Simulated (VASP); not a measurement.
A run of VASP 6.6.1 is set up as follows.

The input INCAR:

```
ALGO = Normal ; EDIFF = 1E-7
EDIFFG = -0.01 ; ENCUT = 500
GGA = PE ; GGA_COMPAT = F
IBRION = 2 ; ISIF = 3
ISMEAR = 0 ; ISPIN = 2
LASPH = T ; LCHARG = F
LMAXMIX = 4 ; LORBIT = 11
LREAL = F ; LWAVE = F
MAGMOM = 0 0.6 0.25 0.25 0.25 ; NELM = 200
NELMIN = 4 ; NSW = 100
PREC = Accurate ; SIGMA = 0.1
```

KPOINTS

```
k-points
0
Gamma
  8 8 8
```

Contents of POSCAR:

```
HfPdSe3
1.0
    5.1434819761      0.0000000000      0.0000000000
    0.0000000000      5.1434819761      0.0000000000
    0.0000000000      0.0000000000      5.1434819761
Hf Pd Se
1 1 3
Direct
    0.0000000000      0.0000000000      0.0000000000
    0.5000000000      0.5000000000      0.5000000000
    0.5000000000      0.0000000000      0.0000000000
    0.0000000000      0.5000000000      0.0000000000
    0.0000000000      0.0000000000      0.5000000000
```

Potentials or basis: VASP PAW PBE potentials, release 64 (Hf_pv, Pd, Se).

Run with:

```bash
$ cat potpaw_PBE.64/Hf_pv/POTCAR potpaw_PBE.64/Pd/POTCAR potpaw_PBE.64/Se/POTCAR > POTCAR
$ mpirun -np 1 vasp_std > vasp.out
```

(1) Predict the space group after relaxing (to 0.1 Å).

(2) Predict the site moments.

## Answers

(1) Pm-3m (No. 221).

(2) Hf +0.02; Pd -0.37; Se -0.10 μB.

Caveat: a moment this small can come from the mesh or the smearing.
